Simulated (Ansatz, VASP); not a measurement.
**Ti3H: VASP beside Ansatz**

```
Ti H
1.0
     4.60398    0.00000    0.00000
    -2.30199    3.98716    0.00000
     0.00000    0.00000   22.49699
Ti H
6 2
Direct
  0.66667 0.33333 0.17780
  0.33333 0.66667 0.21958
  0.00000 0.00000 0.26135
  0.66667 0.33333 0.29806
  0.33333 0.66667 0.33046
  0.00000 0.00000 0.37769
  0.25928 0.74072 0.51105
  0.40738 0.59262 0.51105
```

Alike in both runs: task single point; functional PBE; k mesh 6 × 6 × 1; occupations gaussian, width 0.1 eV; no spin polarisation.

|  | VASP | Ansatz |
| --- | --- | --- |
| version | VASP 6.6.1 | Ansatz 0.2.0 |
| potentials or method | VASP PAW PBE potentials, release 64 (Ti_sv, H), cutoff 520 eV | scalar-relativistic, plane waves, PAW |
| valence electrons in the cell | 74 | 74 |

|  | VASP | Ansatz | Ansatz less VASP |
| --- | --- | --- | --- |
| gap on the k mesh at the Fermi level (eV) | none | none | - |
| rms of the force components (eV/Å) | 1.299 | 1.299 | 0.0000 |

Atom by atom the forces differ by 0.005 eV/Å (rms over components). A gap of «none» marks a metal or a gap that the smearing closes.
